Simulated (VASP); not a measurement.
Here is a VASP 6.6.1 calculation.

File POSCAR:

```
Sc2Si
1.0
    1.7952586218      1.0364930486      6.0863794229
   -1.7952586218      1.0364930486      6.0863794229
    0.0000000000     -2.0729860971      6.0863794229
Sc Si
2 1
Direct
    0.7399162936      0.7399162936      0.7399162936
    0.2600837064      0.2600837064      0.2600837064
    0.0000000000      0.0000000000      0.0000000000
```

File INCAR.step1:

```
SYSTEM = Sc2Si
ALGO     = Normal         ! electronic algorithm
EDIFF    = 1E-4           ! SCF threshold, eV
ENCUT    = 600            ! plane-wave cutoff, eV
GGA      = PE             ! functional
ISMEAR   = 0              ! smearing method
LASPH    = .TRUE.         ! aspherical terms in the spheres
LCHARG   = .FALSE.        ! write CHGCAR
LREAL    = .FALSE.        ! projectors in reciprocal space
LWAVE    = .TRUE.         ! write WAVECAR
NELM     = 60             ! most SCF steps
PREC     = Accurate       ! precision mode
SIGMA    = 0.1            ! smearing width, eV
```

INCAR.step2

```
SYSTEM = Sc2Si
ALGO     = Normal         ! electronic algorithm
EDIFF    = 1E-6           ! SCF threshold, eV
EDIFFG   = -0.05          ! ionic threshold
ENCUT    = 600            ! plane-wave cutoff, eV
IBRION   = 2              ! ionic algorithm
ISIF     = 3              ! what is computed and relaxed
ISMEAR   = 0              ! smearing method
ISTART   = 1            
LASPH    = .TRUE.         ! aspherical terms in the spheres
LCHARG   = .FALSE.        ! write CHGCAR
LMIXTAU  = .TRUE.       
LREAL    = .FALSE.        ! projectors in reciprocal space
LWAVE    = .FALSE.        ! write WAVECAR
METAGGA  = R2SCAN         ! meta-GGA
NELM     = 60             ! most SCF steps
NSW      = 80             ! ionic steps
PREC     = Accurate       ! precision mode
SIGMA    = 0.1            ! smearing width, eV
```

The input KPOINTS:

```
k-points
0
G
  6 6 6
  0 0 0
```

Potentials or basis: VASP PAW PBE potentials, release 64 (Sc_sv, Si).

Launch:

```console
$ cat potpaw_PBE.64/Sc_sv/POTCAR potpaw_PBE.64/Si/POTCAR > POTCAR
$ cp INCAR.step1 INCAR
$ mpirun -np 1 vasp_std > vasp.out
$ cp INCAR.step2 INCAR
$ mpirun -np 1 vasp_std > vasp.out
```

Problem. What does it give for the relaxed volume?

Solution. 23.44 Å³/atom.

Problem. What does it give for the relaxed cell?

Solution. a = 5.700 Å, b = 5.700 Å, c = 5.700 Å, α = 40.46°, β = 40.46°, γ = 40.46°.

Problem. What does it give for the band gap on the k mesh?

Solution. Zero (bands 13 and 14 overlap by 1.04 eV).

Problem. Predict the space group after relaxing (to 0.1 Å).

Solution. R-3m (No. 166).

Stress tensor (GPa, compression positive):
```
0.16 0.00 0.00
0.00 0.16 0.00
0.00 0.00 0.29
```

Caveat: the PAW data sets were made with another functional, which shifts forces and pressure a little.
